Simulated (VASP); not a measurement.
The system is MoN2.

```
Mo N
1.0
     4.34805    0.00000    0.00000
     0.00000    4.34805    0.00000
     0.00000    0.00000    2.76746
Mo N
2 4
Direct
  0.00000 0.00000 0.00000
  0.50000 0.50000 0.00000
  0.61165 0.88835 0.50000
  0.38835 0.11165 0.50000
  0.11165 0.61165 0.50000
  0.88835 0.38835 0.50000
```

- Program: VASP 6.6.1
- Task: relaxation of cell and atoms
- Functional: r2SCAN
- Potentials or basis: VASP PAW PBE potentials, release 64 (Mo_sv, N)
- Cutoff: 600 eV
- k mesh: 6 × 6 × 10
- Occupations: fermi-dirac, width 0.05 eV
- Spin: no spin polarisation

At the start: pressure -6.6 GPa; volume 8.72 Å³/atom.

Q: Where does the relaxation end?

A: Over 6 steps the energy falls by 3.9 meV/atom and the volume is 8.55 Å³/atom (-2.0 %); space group P4/mbm (No. 127, to 0.1 Å) before and after.

Step by step:
```tsv
step	energy change (eV)	largest force (eV/Å)	pressure (GPa)	volume (Å³)
1	0.0000	0.1303	-6.59	52.32
2	0.0401	0.1709	12.86	49.65
3	-0.0226	0.1572	0.21	51.30
4	-0.0226	0.1580	0.33	51.28
5	-0.0214	0.2329	-0.26	51.27
6	-0.0235	0.0007	0.10	51.27
```

Final structure:
```
Mo N
1.0
     4.32266    0.00000    0.00000
     0.00000    4.32266    0.00000
     0.00000    0.00000    2.74404
Mo N
2 4
Direct
  0.00000 0.00000 0.00000
  0.50000 0.50000 0.00000
  0.61248 0.88752 0.50000
  0.38752 0.11248 0.50000
  0.11248 0.61248 0.50000
  0.88752 0.38752 0.50000
```

Caveat: the PAW data sets were made with another functional, which shifts forces and pressure a little.
